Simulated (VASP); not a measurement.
Runs of VASP 6.6.1 on Zn. The structure is that of space group Fm-3m (No. 225), or close to it. The cells are those of the table. This isn't the form of Zn at room conditions, which is hcp.

```tsv
task	cell	k mesh	cutoff (eV)	gap on the mesh (eV)	pressure (GPa)
single point	a = 2.799 Å, angles 60.0°, 1 atom	16 × 16 × 16	520	none	-5.5
single point	a = 2.691 Å, angles 60.0°, 1 atom	16 × 16 × 16	520	none	(b)
relaxation of cell and atoms	relaxed from a = 2.781 Å, angles 60.0°, 1 atom	14 × 14 × 14	600	none	0.0
single point	a = 2.764 Å, angles 60.0°, 1 atom	16 × 16 × 16	520	none	-3.1
single point	a = 2.653 Å, angles 60.0°, 1 atom	16 × 16 × 16	520	none	9.2
single point	a = 2.728 Å, angles 60.0°, 1 atom	23 × 23 × 23	520	none	(a)
single point	a = 2.728 Å, angles 60.0°, 1 atom	16 × 16 × 16	520	none	0.1
single point	a = 2.614 Å, angles 60.0°, 1 atom	16 × 16 × 16	520	none	15.6
single point	a = 2.833 Å, angles 60.0°, 1 atom	16 × 16 × 16	520	none	-7.2
single point	a = 2.728 Å, angles 60.0°, 1 atom	14 × 14 × 14	520	none	0.4
```

Alike in all rows: level r2SCAN; potentials or basis VASP PAW PBE potentials, release 64 (Zn); no spin polarisation; smearing fermi-dirac 0.1 eV.

**Question.** Fill in the values left out.

**Answer.** (a) 0.2; (b) 4.1.

Caveats: the PAW data sets were made with another functional, which shifts forces and pressure a little; the cell stands under tension (at least some runs); the cell stands under pressure (at least some runs).

A gap of «none» marks levels without a gap at the run's occupations.
